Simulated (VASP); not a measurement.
# Nb3Sb (Pm-3n) in VASP: notebook

The runs below take Nb3Sb through single point, relaxation of cell and atoms, with LDA.

Everything below comes from runs of VASP 6.6.1. Logs are shortened: lines on timing, memory, paths and dates and some standing lists are left out, and cuts for length are marked.

### 1 The cell of the first run

It takes space group Pm-3n (No. 223, cubic). Conventional cell: a = 5.204 Å, b = 5.204 Å, c = 5.204 Å, α = 90.00°, β = 90.00°, γ = 90.00°. Within 3.4 Å of Nb (site symmetry -4m2) lie 10 Nb at 2.60 to 3.19 Å and 4 Sb at 2.91 Å. Sb (site symmetry m-3) has 12 Nb at 2.91 Å within 3.8 Å.

### 2 Single point, LDA

File INCAR:

```
SYSTEM = Nb3Sb
PREC     = Accurate       ! precision mode
ENCUT    = 500            ! plane-wave cutoff, eV
EDIFF    = 1E-6           ! SCF threshold, eV
ISMEAR   = 0              ! smearing method
SIGMA    = 0.028          ! smearing width, eV
LREAL    = .False.        ! projectors in reciprocal space
LASPH    = .True.         ! aspherical terms in the spheres
NELM     = 120            ! most SCF steps
ALGO     = Normal         ! electronic algorithm
ISIF     = 2              ! what is computed and relaxed
LWAVE    = .False.        ! write WAVECAR
LCHARG   = .False.        ! write CHGCAR
NBANDS   = 54             ! bands
GGA_COMPAT= .False.
```

File KPOINTS:

```
Automatic mesh
0
Gamma
  5 5 5
  0 0 0
```

File POSCAR:

```
Nb3Sb
1.0
    5.2044358769      0.0000000000      0.0000000000
    0.0000000000      5.2044358769      0.0000000000
    0.0000000000      0.0000000000      5.2044358769
Nb Sb
6 2
Direct
    0.2500000000      0.0000000000      0.5000000000
    0.5000000000      0.7500000000      0.0000000000
    0.7500000000      0.0000000000      0.5000000000
    0.5000000000      0.2500000000      0.0000000000
    0.0000000000      0.5000000000      0.7500000000
    0.0000000000      0.5000000000      0.2500000000
    0.0000000000      0.0000000000      0.0000000000
    0.5000000000      0.5000000000      0.5000000000
```

Potentials or basis: VASP PAW LDA potentials, release 64 (Nb_sv, Sb).

Launch:

```bash
> cat potpaw_LDA.64/Nb_sv/POTCAR potpaw_LDA.64/Sb/POTCAR > POTCAR
> mpirun -np 1 vasp_std > vasp.out
```

OUTCAR:

```text
SYSTEM = Nb3Sb
   PREC = Accurate
   ENCUT = 500
   EDIFF = 1E-6
   ISMEAR = 0
   LREAL = .False.
   LASPH = .True.
   NELM = 120
   ISIF = 2

 ion  position               nearest neighbor table
   1  0.250  0.000  0.500-   3 2.60   3 2.60   8 2.91   7 2.91   8 2.91   7 2.91
   2  0.500  0.750  0.000-   4 2.60   4 2.60   8 2.91   8 2.91   7 2.91   7 2.91
   3  0.750  0.000  0.500-   1 2.60   1 2.60   8 2.91   7 2.91   8 2.91   7 2.91
   4  0.500  0.250  0.000-   2 2.60   2 2.60   8 2.91   8 2.91   7 2.91   7 2.91
   5  0.000  0.500  0.750-   6 2.60   6 2.60   8 2.91   7 2.91   7 2.91   8 2.91
   6  0.000  0.500  0.250-   5 2.60   5 2.60   8 2.91   7 2.91   7 2.91   8 2.91
   7  0.000  0.000  0.000-   1 2.91   2 2.91   3 2.91   4 2.91   5 2.91   6 2.91   1 2.91   3 2.91
                             5 2.91   6 2.91   2 2.91   4 2.91
   8  0.500  0.500  0.500-   1 2.91   2 2.91   3 2.91   4 2.91   5 2.91   6 2.91   2 2.91   4 2.91
                             1 2.91   3 2.91   5 2.91   6 2.91

  LATTYP: Found a simple cubic cell.
 ALAT       =     5.2044358769

  Lattice vectors:

 A1 = (   5.2044358769,   0.0000000000,   0.0000000000)
 A2 = (   0.0000000000,   5.2044358769,   0.0000000000)
 A3 = (   0.0000000000,   0.0000000000,   5.2044358769)

Analysis of symmetry for initial positions (statically):
=====================================================================
 Subroutine PRICEL returns:
 Original cell was already a primitive cell.

 Routine SETGRP: Setting up the symmetry group for a
 simple cubic supercell.

 Subroutine GETGRP returns: Found 48 space group operations
 (whereof 24 operations were pure point group operations)
 out of a pool of 48 trial point group operations.

The static configuration has the point symmetry T_h .
 The point group associated with its full space group is O_h .

Analysis of symmetry for dynamics (positions and initial velocities):
=====================================================================
 Subroutine PRICEL returns:
 Original cell was already a primitive cell.

 Routine SETGRP: Setting up the symmetry group for a
 simple cubic supercell.

 Subroutine GETGRP returns: Found 48 space group operations
 (whereof 24 operations were pure point group operations)
 out of a pool of 48 trial point group operations.

The dynamic configuration has the point symmetry T_h .
 The point group associated with its full space group is O_h .

 Subroutine INISYM returns: Found 48 space group operations
 (whereof 24 operations are pure point group operations),
 and found     1 'primitive' translations

----------------------------------------------------------------------------------------

                                     Primitive cell

  volume of cell :     140.9681

  direct lattice vectors                    reciprocal lattice vectors
     5.204435877  0.000000000  0.000000000     0.192143783  0.000000000  0.000000000
     0.000000000  5.204435877  0.000000000     0.000000000  0.192143783  0.000000000
     0.000000000  0.000000000  5.204435877     0.000000000  0.000000000  0.192143783

  length of vectors
     5.204435877  5.204435877  5.204435877     0.192143783  0.192143783  0.192143783

  position of ions in fractional coordinates (direct lattice)
     0.250000000  0.000000000  0.500000000
     0.500000000  0.750000000  0.000000000
     0.750000000  0.000000000  0.500000000
     0.500000000  0.250000000  0.000000000
     0.000000000  0.500000000  0.750000000
     0.000000000  0.500000000  0.250000000
     0.000000000  0.000000000  0.000000000
     0.500000000  0.500000000  0.500000000

  ion indices of the primitive-cell ions
   primitive index   ion index
                 1           1
                 2           2
                 3           3
                 4           4
                 5           5
                 6           6
                 7           7
                 8           8

----------------------------------------------------------------------------------------

 KPOINTS: Automatic mesh

Automatic generation of k-mesh.
 Grid dimensions read from file:
 generate k-points for:    5    5    5

 Generating k-lattice:

  Cartesian coordinates                     Fractional coordinates (reciprocal lattice)
     0.038428757  0.000000000  0.000000000     0.200000000  0.000000000  0.000000000
     0.000000000  0.038428757  0.000000000     0.000000000  0.200000000  0.000000000
     0.000000000  0.000000000  0.038428757     0.000000000  0.000000000  0.200000000

  Length of vectors
     0.038428757  0.038428757  0.038428757

  Shift w.r.t. Gamma in fractional coordinates (k-lattice)
     0.000000000  0.000000000  0.000000000

 Subroutine IBZKPT returns following result:
 ===========================================

 Found     10 irreducible k-points:

 Following reciprocal coordinates:
            Coordinates               Weight
  0.000000  0.000000  0.000000      1.000000
  0.200000  0.000000  0.000000      6.000000
  0.400000  0.000000  0.000000      6.000000
  0.200000  0.200000  0.000000     12.000000
  0.400000  0.200000  0.000000     24.000000
  0.400000  0.400000  0.000000     12.000000
  0.200000  0.200000  0.200000      8.000000
  0.400000  0.200000  0.200000     24.000000
  0.400000  0.400000  0.200000     24.000000
  0.400000  0.400000  0.400000      8.000000
   k-points           NKPTS =     10   k-points in BZ     NKDIM =     10   number of bands    NBANDS=     54
   number of dos      NEDOS =    301   number of ions     NIONS =      8
   total plane-waves  NPLWV =  64000
   dimension x,y,z NGX =    40 NGY =   40 NGZ =   40
   dimension x,y,z NGXF=    80 NGYF=   80 NGZF=   80
   ions per type =               6   2
   NGX,Y,Z   is equivalent  to a cutoff of  12.78, 12.78, 12.78 a.u.
   NGXF,Y,Z  is equivalent  to a cutoff of  25.55, 25.55, 25.55 a.u.
 SYSTEM =  Nb3Sb
   PREC   = accura    normal or accurate (medium, high low for compatibility)
   ISTART =      0    job   : 0-new  1-cont  2-samecut
   ICHARG =      2    charge: 1-file 2-atom 10-const
   ISPIN  =      1    spin polarized calculation?
   LNONCOLLINEAR =      F non collinear calculations
   LSORBIT =      F    spin-orbit coupling
   LASPH  =      T    aspherical Exc in radial PAW
   ENCUT  =  500.0 eV  36.75 Ry    6.06 a.u.   9.49  9.49  9.49*2*pi/ulx,y,z
   NELM   =    120;   NELMIN=  2; NELMDL= -5     # of ELM steps
   EDIFF  = 0.1E-05   stopping-criterion for ELM
   LREAL  =      F    real-space projection
[... 7 lines left out ...]
   TEBEG  =    0.0;   TEEND  =   0.0 temperature during run
   PSTRESS=    0.0 pullay stress
   NELECT =      88.0000    total number of electrons
   NUPDOWN=      -1.0000    fix difference up-down
   EMIN   =  10.00;   EMAX   =-10.00  energy-range for DOS
   EFERMI =   0.00;   METHOD = LEGACY
   ISMEAR =     0;   SIGMA  =   0.03  broadening in eV -4-tet -1-fermi 0-gaus
   EFERMI_NEDOS =   21; number of points for ismear=-14 and -15
   IALGO  =     38    algorithm
   IMIX   =      4    mixing-type and parameters
     AMIX     =   0.40;   BMIX     =  1.00
     AMIX_MAG =   1.60;   BMIX_MAG =  1.00
  volume/ion in A,a.u.               =      17.62       118.91
  Fermi-wavevector in a.u.,A,eV,Ry     =   1.399143  2.643997 26.634775  1.957601
  Thomas-Fermi vector in A             =   2.522231
   LORBIT       =      0    0 simple, 1 ext, 2 COOP (PROOUT), +10 PAW based schemes
   GGA     = CA    functional components
   LHFCALC =     F    Hartree Fock is set to
   AEXX    =    0.0000 exact exchange contribution
   IVDW    =     0    specifies the selected vdW correction
   LEPSILON=     F    determine dielectric tensor
   LRPA    =     F    only Hartree local field effects (RPA)
 non-spin polarized calculation
 Gauss-broadening in eV      SIGMA  =   0.03
  energy-cutoff  :      500.00
  volume of cell :      140.97
 maximum number of plane-waves:      3695
 NGX is ok and might be reduce to    40
   NGX = 19   NGY = 19   NGZ = 19

 number of electron      88.0000010 magnetization

 Free energy of the ion-electron system (eV)
  ---------------------------------------------------
  ext. energy  EPLUGINS =         0.00000000
  ---------------------------------------------------
  free energy    TOTEN  =       -79.84444266 eV

  energy without entropy =      -79.84254301  energy(sigma->0) =      -79.84349283

 E-fermi :  12.2639     XC(G=0): -12.6890

 val. band max:       12.2447679678   @ k =   0.4000   0.4000   0.2000
 cond. band min:      12.3525643265   @ k =   0.4000   0.4000   0.0000
 fundamental gap:      0.1077963587
 Fermi energy:        12.2639217880

 k-point     1 :       0.0000    0.0000    0.0000
  band No.  band energies     occupation
      1     -41.9857      2.00000
      2     -41.8927      2.00000
      3     -41.8927      2.00000
      4     -41.6283      2.00000
      5     -41.6283      2.00000
      6     -41.6283      2.00000
[... 46 lines left out ...]
     53      16.0814      0.00000
     54      16.1052      0.00000

 k-point     2 :       0.2000    0.0000    0.0000
  band No.  band energies     occupation
      1     -41.9720      2.00000
      2     -41.8994      2.00000
      3     -41.8733      2.00000
      4     -41.6566      2.00000
      5     -41.6282      2.00000
      6     -41.6282      2.00000
[... 46 lines left out ...]
     53      15.6637      0.00000
     54      15.8223      0.00000

 k-point     3 :       0.4000    0.0000    0.0000
  band No.  band energies     occupation
      1     -41.9440      2.00000
      2     -41.9179      2.00000
      3     -41.8134      2.00000
      4     -41.7291      2.00000
      5     -41.6281      2.00000
      6     -41.6281      2.00000
[... 46 lines left out ...]
     53      15.0807      0.00000
     54      15.2629      0.00000
[... 286 lines left out ...]
 k-point     9 :       0.4000    0.4000    0.2000
  band No.  band energies     occupation
      1     -41.8987      2.00000
      2     -41.8405      2.00000
      3     -41.8093      2.00000
      4     -41.7395      2.00000
      5     -41.7222      2.00000
      6     -41.6570      2.00000
[... 46 lines left out ...]
     53      14.9585      0.00000
     54      15.4271      0.00000

 k-point    10 :       0.4000    0.4000    0.4000
  band No.  band energies     occupation
      1     -41.8368      2.00000
      2     -41.8185      2.00000
      3     -41.8185      2.00000
      4     -41.7353      2.00000
      5     -41.7353      2.00000
      6     -41.7259      2.00000
[... 46 lines left out ...]
     53      14.9927      0.00000
     54      15.2033      0.00000

------------------------ aborting loop because EDIFF is reached ----------------------------------------

  FORCE on cell =-STRESS in cart. coord.  units (eV):
  Direction    XX          YY          ZZ          XY          YZ          ZX
  --------------------------------------------------------------------------------------
  -------------------------------------------------------------------------------------
  Total        0.0965464      0.0965464      0.0965464      0.0000000     -0.0000000     -0.0000000
  in kB        1.0973006      1.0973006      1.0973006      0.0000000     -0.0000000     -0.0000000
  external PRESSURE =       1.0973006 kB  Pullay stress =       0.0000000 kB

 VOLUME and BASIS-vectors are now :
 -----------------------------------------------------------------------------
  energy-cutoff  :      500.00
  volume of cell :      140.97
      direct lattice vectors                 reciprocal lattice vectors
     5.204435877  0.000000000  0.000000000     0.192143783  0.000000000  0.000000000
     0.000000000  5.204435877  0.000000000     0.000000000  0.192143783  0.000000000
     0.000000000  0.000000000  5.204435877     0.000000000  0.000000000  0.192143783

 POSITION                                       TOTAL-FORCE (eV/Angst)
 -----------------------------------------------------------------------------------
      1.30111      0.00000      2.60222        -0.000000      0.000000     -0.000000
      2.60222      3.90333      0.00000        -0.000000      0.000000      0.000000
      3.90333      0.00000      2.60222         0.000000     -0.000000     -0.000000
      2.60222      1.30111      0.00000         0.000000      0.000000     -0.000000
      0.00000      2.60222      3.90333        -0.000000      0.000000      0.000000
      0.00000      2.60222      1.30111        -0.000000     -0.000000     -0.000000
      0.00000      0.00000      0.00000        -0.000000      0.000000      0.000000
      2.60222      2.60222      2.60222        -0.000000      0.000000      0.000000
 -----------------------------------------------------------------------------------
    total drift:                                0.000000     -0.000000      0.000000

  FREE ENERGIE OF THE ION-ELECTRON SYSTEM (eV)
  ---------------------------------------------------
  free  energy   TOTEN  =       -79.8444426586 eV

  energy  without entropy=      -79.8425430075  energy(sigma->0) =      -79.84349283
```

Wall time 35 s (1 thread of Intel Xeon 6975P-C (Granite Rapids), shared host); peak memory 0.22 GiB.

Results:

```
Free energy            : -79.8444 eV
Pressure               : 0.1 GPa
Band gap on the k mesh : zero (bands 44 and 45 overlap by 0.20 eV)
```

Caveat: spin-orbit coupling is left out, which moves the levels of the heavy elements.

### 3 Relaxation of cell and atoms, LDA

This run uses another cell than the first one, of 18.41 Å³/atom.

File INCAR:

```
PREC = Accurate
ENCUT = 500
EDIFF = 1E-7
ISMEAR = 0
SIGMA = 0.028
LREAL = False
LASPH = True
NELM = 120
ALGO = Normal
ISIF = 3
LWAVE = False
LCHARG = False
IBRION = 2
NSW = 100
EDIFFG = -0.01
GGA_COMPAT = False
NELMIN = 4
```

File KPOINTS:

```
Automatic mesh
0
Gamma
  5 5 5
```

Edit POSCAR of step 2 so:

```diff
@@ -2,5 +2,5 @@
 1.0
-    5.2044358769      0.0000000000      0.0000000000
-    0.0000000000      5.2044358769      0.0000000000
-    0.0000000000      0.0000000000      5.2044358769
+    5.2807630000      0.0000000000      0.0000000000
+    0.0000000000      5.2807630000      0.0000000000
+    0.0000000000      0.0000000000      5.2807630000
 Nb Sb
```

Potentials or basis: VASP PAW LDA potentials, release 64 (Nb_sv, Sb).

Launch:

```bash
> cat potpaw_LDA.64/Nb_sv/POTCAR potpaw_LDA.64/Sb/POTCAR > POTCAR
> mpirun -np 1 vasp_std > vasp.out
```

Run time: 2.2 min. Hardware: 1 thread of Intel Xeon 6975P-C (Granite Rapids), shared host; peak memory 0.23 GiB.

Results (log left out):

- Free energy: -79.8486 eV
- Relaxed volume: 17.64 Å³/atom
- Relaxed cell: a = 5.206 Å, b = 5.206 Å, c = 5.206 Å, α = 90.00°, β = 90.00°, γ = 90.00°
- Space group after relaxing (to 0.1 Å): Pm-3n (No. 223)
- Energy gained by relaxing: 19.5 meV/atom
- Ionic steps: 4
- Pressure after relaxing: 0.0 GPa
- Band gap on the k mesh: zero (bands 44 and 45 overlap by 0.20 eV)

The path:
| step | energy change (eV) | largest force (eV/Å) | pressure (GPa) | volume (Å³) |
| --- | --- | --- | --- | --- |
| 1 | 0.0000 | 0.0000 | -7.76 | 147.26 |
| 2 | 0.5835 | 0.0000 | 21.34 | 129.06 |
| 3 | -0.1556 | 0.0000 | -0.25 | 141.25 |
| 4 | -0.1557 | 0.0000 | -0.04 | 141.09 |

Final structure:
```
Nb Sb
1.0
     5.20594    0.00000    0.00000
     0.00000    5.20594    0.00000
     0.00000    0.00000    5.20594
Nb Sb
6 2
Direct
  0.25000 0.00000 0.50000
  0.50000 0.75000 0.00000
  0.75000 0.00000 0.50000
  0.50000 0.25000 0.00000
  0.00000 0.50000 0.75000
  0.00000 0.50000 0.25000
  0.00000 0.00000 0.00000
  0.50000 0.50000 0.50000
```

Levels at points of the mesh, in eV from the Fermi level:
```csv
k point,band 40,band 41,band 42,band 43,band 44,band 45,band 46,band 47,band 48,band 49
"(0.00, 0.00, 0.00)",-0.88,-0.88,-0.88,-0.23,-0.23,1.10,2.31,2.31,2.31,3.36
```

Caveat: spin-orbit coupling is left out, which moves the levels of the heavy elements. Zero-point motion and thermal expansion aren't in these numbers.
